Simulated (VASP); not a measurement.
# BAs (F-43m) in VASP: notebook

Runs on BAs. Level: PBE. Tasks: single point.

Program: VASP 6.6.1. These are calculated values, not measurements. Logs are shortened: lines on timing, memory, paths and dates and some standing lists are left out, and cuts for length are marked.

## (1) The cell of the first run

Symmetry: F-43m, No. 216, cubic system. Conventional cell: a = 4.592 Å, b = 4.592 Å, c = 4.592 Å, α = 90.00°, β = 90.00°, γ = 90.00°. Within 2.6 Å of B (site symmetry -43m) lie 4 As at 1.99 Å. Within 2.6 Å of As (site symmetry -43m) lie 4 B at 1.99 Å.

## (2) Single point, PBE (strain -4.0%)

INCAR reads:

```
SYSTEM = BAs
  ALGO = Normal
  EDIFF = 1E-6
  ENCUT = 520
  GGA = PE
  ISIF = 2
  ISMEAR = -1
  LASPH = .TRUE.
  LCHARG = .FALSE.
  LREAL = .FALSE.
  LWAVE = .FALSE.
  NBANDS = 11
  NELM = 80
  PREC = Accurate
  SIGMA = 0.02
```

KPOINTS reads:

```
k-points
0
G
  10 10 10
  0 0 0
```

POSCAR reads:

```
BAs
1.0
    0.0000000000      2.2961928999      2.2961928999
    2.2961928999      0.0000000000      2.2961928999
    2.2961928999      2.2961928999      0.0000000000
B As
1 1
Direct
    0.0000000000      0.0000000000      0.0000000000
    0.2500000000      0.2500000000      0.2500000000
```

Potentials or basis: VASP PAW PBE potentials, release 64 (B, As).

Launch:

```
> cat potpaw_PBE.64/B/POTCAR potpaw_PBE.64/As/POTCAR > POTCAR
> mpirun -np 1 vasp_std > vasp.out
```

OUTCAR:

```text
SYSTEM = BAs
   EDIFF = 1E-6
   ENCUT = 520
   GGA = PE
   ISIF = 2
   ISMEAR = -1
   LASPH = .TRUE.
   LREAL = .FALSE.
   NELM = 80
   PREC = Accurate

 ion  position               nearest neighbor table
   1  0.000  0.000  0.000-   2 1.99   2 1.99   2 1.99   2 1.99
   2  0.250  0.250  0.250-   1 1.99   1 1.99   1 1.99   1 1.99

  LATTYP: Found a face centered cubic cell.
 ALAT       =     4.5923857998

  Lattice vectors:

 A1 = (   0.0000000000,   2.2961928999,   2.2961928999)
 A2 = (   2.2961928999,   0.0000000000,   2.2961928999)
 A3 = (   2.2961928999,   2.2961928999,   0.0000000000)

Analysis of symmetry for initial positions (statically):
=====================================================================
 Subroutine PRICEL returns:
 Original cell was already a primitive cell.

 Routine SETGRP: Setting up the symmetry group for a
 face centered cubic supercell.

 Subroutine GETGRP returns: Found 24 space group operations
 (whereof 24 operations were pure point group operations)
 out of a pool of 48 trial point group operations.

The static configuration has the point symmetry T_d .

Analysis of symmetry for dynamics (positions and initial velocities):
=====================================================================
 Subroutine PRICEL returns:
 Original cell was already a primitive cell.

 Routine SETGRP: Setting up the symmetry group for a
 face centered cubic supercell.

 Subroutine GETGRP returns: Found 24 space group operations
 (whereof 24 operations were pure point group operations)
 out of a pool of 48 trial point group operations.

The dynamic configuration has the point symmetry T_d .

 Subroutine INISYM returns: Found 24 space group operations
 (whereof 24 operations are pure point group operations),
 and found     1 'primitive' translations

----------------------------------------------------------------------------------------

                                     Primitive cell

  volume of cell :      24.2134

  direct lattice vectors                    reciprocal lattice vectors
     0.000000000  2.296192900  2.296192900    -0.217751740  0.217751740  0.217751740
     2.296192900  0.000000000  2.296192900     0.217751740 -0.217751740  0.217751740
     2.296192900  2.296192900  0.000000000     0.217751740  0.217751740 -0.217751740

  length of vectors
     3.247307141  3.247307141  3.247307141     0.377157078  0.377157078  0.377157078

  position of ions in fractional coordinates (direct lattice)
     0.000000000  0.000000000  0.000000000
     0.250000000  0.250000000  0.250000000

[... 79 lines left out ...]
   NSW    =      0    number of steps for IOM
   IBRION =     -1    ionic relax: 0-MD 1-quasi-New 2-CG
   NFREE  =      0    steps in history (QN), initial steepest desc. (CG)
   ISIF   =      2    stress and relaxation
   ISYM   =      2    0-nonsym 1-usesym 2-fastsym
   POTIM  = 0.5000    time-step for ionic-motion
   TEBEG  =    0.0;   TEEND  =   0.0 temperature during run
   PSTRESS=    0.0 pullay stress
   NELECT =       8.0000    total number of electrons
   NUPDOWN=      -1.0000    fix difference up-down
   EMIN   =  10.00;   EMAX   =-10.00  energy-range for DOS
   EFERMI =   0.00;   METHOD = LEGACY
   ISMEAR =    -1;   SIGMA  =   0.02  broadening in eV -4-tet -1-fermi 0-gaus
   EFERMI_NEDOS =   21; number of points for ismear=-14 and -15
   IALGO  =     38    algorithm
   IMIX   =      4    mixing-type and parameters
     AMIX     =   0.40;   BMIX     =  1.00
     AMIX_MAG =   1.60;   BMIX_MAG =  1.00
  volume/ion in A,a.u.               =      12.11        81.70
  Fermi-wavevector in a.u.,A,eV,Ry     =   1.131757  2.138710 17.427342  1.280874
  Thomas-Fermi vector in A             =   2.268457
   LORBIT       =      0    0 simple, 1 ext, 2 COOP (PROOUT), +10 PAW based schemes
   GGA     = PE    functional components
   LHFCALC =     F    Hartree Fock is set to
   AEXX    =    0.0000 exact exchange contribution
   IVDW    =     0    specifies the selected vdW correction
   LEPSILON=     F    determine dielectric tensor
   LRPA    =     F    only Hartree local field effects (RPA)
 non-spin polarized calculation
  energy-cutoff  :      520.00
  volume of cell :       24.21
 maximum number of plane-waves:       666
   NGX = 13   NGY = 13   NGZ = 13

 number of electron       7.9999999 magnetization

 Free energy of the ion-electron system (eV)
  ---------------------------------------------------
  ext. energy  EPLUGINS =         0.00000000
  ---------------------------------------------------
  free energy    TOTEN  =       -11.15271495 eV

  energy without entropy =      -11.15271495  energy(sigma->0) =      -11.15271495

 E-fermi :   7.8943     XC(G=0): -11.1039

 val. band max:        7.4981873027   @ k =   0.0000   0.0000   0.0000
 cond. band min:       8.5448980890   @ k =   0.4000   0.4000   0.0000
 fundamental gap:      1.0467107863
 Fermi energy:         7.8942863403

 k-point     1 :       0.0000    0.0000    0.0000
  band No.  band energies     occupation
      1      -9.0405      2.00000
      2       7.4982      2.00000
      3       7.4982      2.00000
      4       7.4982      2.00000
      5      10.9359      0.00000
      6      10.9359      0.00000
      7      10.9359      0.00000
      8      13.7315      0.00000
      9      17.7084      0.00000
     10      20.9462      0.00000
     11      20.9462      0.00000
[... 309 lines left out ...]
 k-point    24 :       0.4000    0.3000    0.0000
  band No.  band energies     occupation
      1      -6.0658      2.00000
      2       0.7087      2.00000
      3       3.0088      2.00000
      4       3.5633      2.00000
      5       9.1255      0.00000
      6      10.9038      0.00000
      7      17.2203      0.00000
      8      17.3635      0.00000
      9      20.6218      0.00000
     10      24.1721      0.00000
     11      24.9171      0.00000

 [... further k-points ...]
[... 5 lines left out ...]
  --------------------------------------------------------------------------------------
  -------------------------------------------------------------------------------------
  Total        3.8205308      3.8205308      3.8205308     -0.0000000     -0.0000000      0.0000000
  in kB      252.8012333    252.8012333    252.8012333     -0.0000000     -0.0000000      0.0000000
  external PRESSURE =     252.8012333 kB  Pullay stress =       0.0000000 kB

 VOLUME and BASIS-vectors are now :
 -----------------------------------------------------------------------------
  energy-cutoff  :      520.00
  volume of cell :       24.21
      direct lattice vectors                 reciprocal lattice vectors
     0.000000000  2.296192900  2.296192900    -0.217751740  0.217751740  0.217751740
     2.296192900  0.000000000  2.296192900     0.217751740 -0.217751740  0.217751740
     2.296192900  2.296192900  0.000000000     0.217751740  0.217751740 -0.217751740

 POSITION                                       TOTAL-FORCE (eV/Angst)
 -----------------------------------------------------------------------------------
      0.00000      0.00000      0.00000         0.000000      0.000000      0.000000
      1.14810      1.14810      1.14810        -0.000000     -0.000000     -0.000000
 -----------------------------------------------------------------------------------
    total drift:                                0.000000      0.000000      0.000000

  FREE ENERGIE OF THE ION-ELECTRON SYSTEM (eV)
  ---------------------------------------------------
  free  energy   TOTEN  =       -11.1527149469 eV

  energy  without entropy=      -11.1527149469  energy(sigma->0) =      -11.15271495
```

OSZICAR:

```text
N       E                     dE             d eps       ncg     rms          rms(c)
DAV:   1     0.133006058562E+02    0.13301E+02   -0.38749E+03  1034   0.650E+02
DAV:   2    -0.113310049931E+02   -0.24632E+02   -0.23217E+02  1347   0.111E+02
DAV:   3    -0.120482425164E+02   -0.71724E+00   -0.71553E+00  1288   0.171E+01
DAV:   4    -0.120497547352E+02   -0.15122E-02   -0.15121E-02  1156   0.903E-01
DAV:   5    -0.120497566709E+02   -0.19357E-05   -0.19355E-05  1238   0.341E-02    0.583E+00
DAV:   6    -0.112544127422E+02    0.79534E+00   -0.19483E+00  1118   0.608E+00    0.283E+00
DAV:   7    -0.111606674886E+02    0.93745E-01   -0.30339E-01  1202   0.268E+00    0.109E+00
DAV:   8    -0.111522624607E+02    0.84050E-02   -0.22675E-02  1163   0.893E-01    0.111E-01
DAV:   9    -0.111525669622E+02   -0.30450E-03   -0.69543E-04  1202   0.165E-01    0.720E-02
DAV:  10    -0.111527105027E+02   -0.14354E-03   -0.17762E-04  1093   0.828E-02    0.137E-02
DAV:  11    -0.111527153905E+02   -0.48877E-05   -0.46238E-06  1261   0.147E-02    0.133E-02
DAV:  12    -0.111527149469E+02    0.44350E-06   -0.21585E-06  1124   0.803E-03
   1 F= -.11152715E+02 E0= -.11152715E+02  d E =-.625415E-11
```

stdout:

```text
POSCAR found type information on POSCAR B As
 POSCAR found :  2 types and       2 ions
 scaLAPACK will be used
 LDA part: xc-table for (Slater+PW92), standard interpolation
 POSCAR, INCAR and KPOINTS ok, starting setup
 FFT: planning ... GRIDC
 FFT: planning ... GRID_SOFT
 FFT: planning ... GRID
 WAVECAR not read
 entering main loop
```

Run time: 6.7 s. Hardware: 1 thread of Intel Xeon 6975P-C, shared host; peak memory 0.14 GiB.

What came out:

```yaml
Free_energy: -11.1527 eV
Pressure: 25.3 GPa
Band_gap_on_the_k_mesh: 1.05 eV, indirect (least direct gap 3.44 eV)
```

Caveat: the cell differs from its parent crystal (strain -4.0%).

## (3) Single point, PBE (strain -3.0%)

INCAR reads:

```
SYSTEM = BAs
PREC = Accurate
ENCUT = 520
EDIFF = 1E-6
ISMEAR = -1
SIGMA = 0.02
LREAL = .False.
LASPH = .True.
NELM = 60
ALGO = Normal
ISIF = 2
LWAVE = .False.
LCHARG = .False.
GGA = PE
NBANDS = 11
```

KPOINTS reads:

```
regular mesh
0
Gamma
  10 10 10
  0 0 0
```

POSCAR reads:

```
BAs
1.0
    0.0000000000      2.3201115760      2.3201115760
    2.3201115760      0.0000000000      2.3201115760
    2.3201115760      2.3201115760      0.0000000000
B As
1 1
Direct
    0.0000000000      0.0000000000      0.0000000000
    0.2500000000      0.2500000000      0.2500000000
```

Potentials or basis: VASP PAW PBE potentials, release 64 (B, As).

Launch:

```
> cat potpaw_PBE.64/B/POTCAR potpaw_PBE.64/As/POTCAR > POTCAR
> mpirun -np 1 vasp_std > vasp.out
```

Wall time 7.5 s (1 thread of Intel Xeon 6975P-C, shared host); peak memory 0.15 GiB.

Results (log left out):

* Free energy: -11.2572 eV
* Pressure: 18.6 GPa
* Band gap on the k mesh: 1.08 eV, indirect (least direct gap 3.39 eV)

Levels at points of the mesh, in eV from the valence-band top:
| k point | band 1 | band 2 | band 3 | band 4 | band 5 | band 6 | band 7 | band 8 |
| --- | --- | --- | --- | --- | --- | --- | --- | --- |
| (0.00, 0.00, 0.00) | -16.23 | 0.00 | 0.00 | 0.00 | 3.39 | 3.39 | 3.39 | 5.82 |
| (0.50, 0.00, 0.00) | -13.03 | -9.46 | -1.97 | -1.97 | 3.22 | 4.88 | 4.88 | 9.02 |
| (0.50, 0.50, 0.00) | -11.57 | -9.04 | -4.46 | -4.46 | 1.31 | 1.36 | 12.22 | 12.22 |

Caveat: the cell differs from its parent crystal (strain -3.0%). A k mesh can miss the band edges.

## (4) Single point, PBE (strain -2.0%)

INCAR reads:

```
  PREC = Accurate
  ENCUT = 520
  EDIFF = 1E-6
  ISMEAR = -1
  SIGMA = 0.02
  LREAL = F
  LASPH = T
  NELM = 100
  ALGO = Normal
  ISIF = 2
  LWAVE = F
  LCHARG = F
  GGA = PE
  NBANDS = 11
```

KPOINTS reads:

```
Automatic mesh
0
Gamma
  10 10 10
```

POSCAR reads:

```
BAs
1.0
    0.0000000000      2.3440302520      2.3440302520
    2.3440302520      0.0000000000      2.3440302520
    2.3440302520      2.3440302520      0.0000000000
B As
1 1
Direct
    0.0000000000      0.0000000000      0.0000000000
    0.2500000000      0.2500000000      0.2500000000
```

Potentials or basis: VASP PAW PBE potentials, release 64 (B, As).

Launch:

```
> cat potpaw_PBE.64/B/POTCAR potpaw_PBE.64/As/POTCAR > POTCAR
> mpirun -np 1 vasp_std > vasp.out
```

OUTCAR:

```text
PREC = Accurate
   ENCUT = 520
   EDIFF = 1E-6
   ISMEAR = -1
   LREAL = F
   LASPH = T
   NELM = 100
   ISIF = 2
   GGA = PE

 ion  position               nearest neighbor table
   1  0.000  0.000  0.000-   2 2.03   2 2.03   2 2.03   2 2.03
   2  0.250  0.250  0.250-   1 2.03   1 2.03   1 2.03   1 2.03

  LATTYP: Found a face centered cubic cell.
 ALAT       =     4.6880605040

  Lattice vectors:

[... 510 lines left out ...]
      2       0.1513      2.00000
      3       2.5478      2.00000
      4       3.0682      2.00000
      5       8.4285      0.00000
      6      10.1712      0.00000
      7      16.0116      0.00000
      8      16.2070      0.00000
      9      19.3183      0.00000
     10      23.0099      0.00000
     11      23.3242      0.00000

 [... further k-points ...]
[... 5 lines left out ...]
  --------------------------------------------------------------------------------------
  -------------------------------------------------------------------------------------
  Total        2.0322113      2.0322113      2.0322113      0.0000000      0.0000000     -0.0000000
  in kB      126.4037064    126.4037064    126.4037064      0.0000000      0.0000000     -0.0000000
  external PRESSURE =     126.4037064 kB  Pullay stress =       0.0000000 kB

 VOLUME and BASIS-vectors are now :
 -----------------------------------------------------------------------------
  energy-cutoff  :      520.00
  volume of cell :       25.76
      direct lattice vectors                 reciprocal lattice vectors
     0.000000000  2.344030252  2.344030252    -0.213307827  0.213307827  0.213307827
     2.344030252  0.000000000  2.344030252     0.213307827 -0.213307827  0.213307827
     2.344030252  2.344030252  0.000000000     0.213307827  0.213307827 -0.213307827

 POSITION                                       TOTAL-FORCE (eV/Angst)
 -----------------------------------------------------------------------------------
      0.00000      0.00000      0.00000         0.000000      0.000000      0.000000
      1.17202      1.17202      1.17202        -0.000000     -0.000000     -0.000000
 -----------------------------------------------------------------------------------
    total drift:                               -0.000000     -0.000000     -0.000000

  FREE ENERGIE OF THE ION-ELECTRON SYSTEM (eV)
  ---------------------------------------------------
  free  energy   TOTEN  =       -11.3330823666 eV

  energy  without entropy=      -11.3330823666  energy(sigma->0) =      -11.33308237
```

OSZICAR:

```text
N       E                     dE             d eps       ncg     rms          rms(c)
DAV:   1     0.124276323639E+02    0.12428E+02   -0.37696E+03  1042   0.647E+02
DAV:   2    -0.114151067577E+02   -0.23843E+02   -0.22887E+02  1358   0.108E+02
DAV:   3    -0.120868554266E+02   -0.67175E+00   -0.67081E+00  1290   0.167E+01
DAV:   4    -0.120883225737E+02   -0.14671E-02   -0.14671E-02  1153   0.904E-01
DAV:   5    -0.120883246462E+02   -0.20725E-05   -0.20725E-05  1240   0.357E-02    0.535E+00
DAV:   6    -0.114146666231E+02    0.67366E+00   -0.17536E+00  1097   0.557E+00    0.260E+00
DAV:   7    -0.113402040177E+02    0.74463E-01   -0.24146E-01  1208   0.239E+00    0.103E+00
DAV:   8    -0.113326216407E+02    0.75824E-02   -0.21439E-02  1166   0.848E-01    0.104E-01
DAV:   9    -0.113329271195E+02   -0.30548E-03   -0.72821E-04  1199   0.162E-01    0.650E-02
DAV:  10    -0.113330771122E+02   -0.14999E-03   -0.18522E-04  1093   0.837E-02    0.128E-02
DAV:  11    -0.113330825070E+02   -0.53948E-05   -0.49395E-06  1267   0.151E-02    0.118E-02
DAV:  12    -0.113330823666E+02    0.14042E-06   -0.24406E-06  1115   0.853E-03
   1 F= -.11333082E+02 E0= -.11333082E+02  d E =-.844074E-12
```

stdout:

```text
POSCAR found type information on POSCAR B As
 POSCAR found :  2 types and       2 ions
 scaLAPACK will be used
 LDA part: xc-table for (Slater+PW92), standard interpolation
 POSCAR, INCAR and KPOINTS ok, starting setup
 FFT: planning ... GRIDC
 FFT: planning ... GRID_SOFT
 FFT: planning ... GRID
 WAVECAR not read
 entering main loop
```

Run time: 13 s. Hardware: 1 thread of Intel Xeon 6975P-C, shared host; peak memory 0.16 GiB.

What came out:

- Free energy: -11.3331 eV
- Pressure: 12.6 GPa
- Band gap on the k mesh: 1.12 eV, indirect (least direct gap 3.35 eV)

Levels at points of the mesh, in eV from the valence-band top:
| k point | band 1 | band 2 | band 3 | band 4 | band 5 | band 6 | band 7 | band 8 | band 9 |
| --- | --- | --- | --- | --- | --- | --- | --- | --- | --- |
| (0.00, 0.00, 0.00) | -15.93 | 0.00 | 0.00 | 0.00 | 3.35 | 3.35 | 3.35 | 5.42 | 9.87 |
| (0.50, 0.00, 0.00) | -12.85 | -9.21 | -1.92 | -1.92 | 3.03 | 4.84 | 4.84 | 8.97 | 13.14 |
| (0.50, 0.50, 0.00) | -11.44 | -8.85 | -4.32 | -4.32 | 1.35 | 1.39 | 11.92 | 11.92 | 13.38 |

Caveat: the cell differs from its parent crystal (strain -2.0%). A k mesh can miss the band edges.

## (5) Summary

| cell | gap on the mesh (eV) | pressure (GPa) |
| --- | --- | --- |
| a = 3.247 Å, angles 60.0°, 2 atoms | 1.05 | 25.3 |
| a = 3.281 Å, angles 60.0°, 2 atoms | 1.08 | 18.6 |
| a = 3.315 Å, angles 60.0°, 2 atoms | 1.12 | 12.6 |

Alike in all rows: task single point; level PBE; potentials or basis VASP PAW PBE potentials, release 64 (B, As); no spin polarisation; k mesh 10 × 10 × 10; cutoff (eV) 520; smearing fermi-dirac 0.02 eV.

Total energies depend on the potentials used, so only differences within one code and one set of settings carry meaning.
